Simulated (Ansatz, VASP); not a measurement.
# Mg5Co3 in VASP and in Ansatz

```
Mg Co
1.0
     5.19343    0.00000    0.00000
     0.00000    5.19343    0.00000
     0.00000    0.00000    5.19343
Mg Co
5 3
Direct
  0.00000 0.00000 0.00000
  0.00000 0.50000 0.50000
  0.50000 0.00000 0.50000
  0.50000 0.50000 0.00000
  0.50000 0.50000 0.50000
  0.50000 0.00000 0.00000
  0.00000 0.50000 0.00000
  0.00000 0.00000 0.50000
```

Alike in both runs: task relaxation of cell and atoms; functional PBE; k mesh 4 × 4 × 4; occupations gaussian, width 0.1 eV; collinear spin.

|  | VASP | Ansatz |
| --- | --- | --- |
| version | VASP 6.6.1 | Ansatz 0.2.0 |
| potentials or method | VASP PAW PBE potentials, release 64 (Mg, Co), cutoff 600 eV | scalar-relativistic, plane waves, PAW |
| valence electrons in the cell | 37 | 101 |

|  | VASP | Ansatz | Ansatz less VASP |
| --- | --- | --- | --- |
| gap on the k mesh at the Fermi level, each at its own relaxed structure (eV) | none | none | - |
| net moment per atom (μB) | 0.52 | 0.53 | +0.005 |
| size of the moment on the site where the two differ most (μB) | 1.48 | 1.50 | +0.017 |
| relaxed volume (Å³/atom) | 18.68 | 18.66 | -0.026 |
| relaxed length of the cell vector where the two differ most in proportion (Å) | 5.307 | 5.304 | -0.0024 |

Site moments also hang on the region over which each program counts them. A gap of «none» marks a metal or a gap that the smearing closes. VASP's potentials hold 37 valence electrons a cell and Ansatz's 101, so a difference there can come from the potentials and not from the codes.
